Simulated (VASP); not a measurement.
Wanted: the native input for a VASP 6.6.1 run.

```yaml
Task: single point
Functional: PBE
Potentials_or_basis: VASP PAW PBE potentials, release 64 (Ag, Br)
Cutoff: 620 eV
k_mesh: 13 × 13 × 13
Occupations: gaussian, width 0.03 eV
Spin: no spin polarisation
Tolerance_level: standard
Purpose: stress
Further_INCAR_settings: ALGO = Normal; EDIFF = 1e-08; NBANDS = 29
```

The structure of AgBr lies in POSCAR:

```
AgBr
1.0
    0.0000000000      2.8701500000      2.8988515000
    2.8701500000      0.0000000000      2.8988515000
    2.8701500000      2.8701500000      0.0000000000
Ag Br
1 1
Direct
    0.0000000000      0.0000000000      0.0000000000
    0.5069682800      0.5069682800      0.4930317200
```

This cell differs from its parent crystal: last atom moved by 0.04 Å along z, cell strained by +1.0% along z.

These files were run (other wordings do the same):

INCAR

```
SYSTEM = AgBr
GGA      = PE             ! functional
ISMEAR   = 0              ! smearing method
SIGMA    = 0.03           ! smearing width, eV
LWAVE    = .FALSE.        ! write WAVECAR
LCHARG   = .FALSE.        ! write CHGCAR
ISIF     = 2              ! what is computed and relaxed
PREC     = Accurate       ! precision mode
LASPH    = .TRUE.         ! aspherical terms in the spheres
LREAL    = .FALSE.        ! projectors in reciprocal space
ALGO     = Normal         ! electronic algorithm
EDIFF    = 1E-8           ! SCF threshold, eV
NELM     = 120            ! most SCF steps
GGA_COMPAT= .FALSE.      
ENCUT    = 620            ! plane-wave cutoff, eV
EFERMI   = MIDGAP       
NBANDS   = 29             ! bands
```

KPOINTS

```
Automatic mesh
0
Gamma
  13 13 13
  0 0 0
```

Potentials or basis: VASP PAW PBE potentials, release 64 (Ag, Br).

Run with:

```sh
$ cat potpaw_PBE.64/Ag/POTCAR potpaw_PBE.64/Br/POTCAR > POTCAR
$ mpirun -np 1 vasp_std > vasp.out
```

Results of the run:

```json
{"Pressure": "1.8 GPa", "Largest force": "0.039 eV/Å", "Band gap on the k mesh": "0.67 eV (least direct gap 2.53 eV)"}
```

Caveat: the cell differs from its parent crystal (last atom moved by 0.04 Å along z, cell strained by +1.0% along z); semilocal functionals underestimate gaps, and a narrow one can read as zero.

Run time: 6.9 min on 1 thread of AMD EPYC 7R13 Processor (Zen 3) (shared host), peak memory 0.39 GiB.
